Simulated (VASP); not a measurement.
KTaO3, 5 atoms in the cell. Symmetry: Pmmm, No. 47, orthorhombic system. The conventional cell has a = 3.985 Å, b = 4.424 Å, c = 4.583 Å, α = 90.00°, β = 90.00°, γ = 90.00°. Within 4.0 Å of K (site symmetry mmm) lie 12 O at 2.98 to 3.18 Å and 8 Ta at 3.76 Å and 2 K at 3.99 Å. Within 2.6 Å of Ta (site symmetry mmm) lie 6 O at 1.99 to 2.29 Å. O (site symmetry mmm) has 2 Ta at 2.29 Å and 4 K at 2.98 Å and 8 O at 3.04 to 3.18 Å within 3.2 Å. O (site symmetry mmm) has 2 Ta at 1.99 Å within 2.6 Å. Within 3.2 Å of O (site symmetry mmm) lie 2 Ta at 2.21 Å and 8 O at 2.98 to 3.18 Å and 4 K at 3.04 Å.  This cell differs from its parent crystal: normal strain along x +0.1500, normal strain along z +0.1100.

| Quantity | Value |
| --- | --- |
| Program | VASP 6.6.1 |
| Task | single point |
| Functional | PBEsol |
| Potentials or basis | VASP PAW PBE potentials, release 64 (K_sv, Ta_pv, O) |
| Cutoff | 520 eV |
| k mesh | 8 × 8 × 8 |
| Occupations | gaussian, width 0.05 eV |
| Spin | no spin polarisation |
| Dipole correction | no |
| Further INCAR settings | ALGO = Normal; EDIFF = 1e-07; NBANDS = 27 |

Potentials or basis: VASP PAW PBE potentials, release 64 (K_sv, Ta_pv, O).

Launch:

```bash
$ cat potpaw_PBE.64/K_sv/POTCAR potpaw_PBE.64/Ta_pv/POTCAR potpaw_PBE.64/O/POTCAR > POTCAR
$ mpirun -np 1 vasp_std > vasp.out
```

Hardware: 1 thread of AMD EPYC 7R13, with other jobs on the host.

Estimate the wall time of this run.

It took 7.6 min on 1 thread of AMD EPYC 7R13, on a shared host, peak memory 0.35 GiB. Counts: scf iterations 16, k points 125.
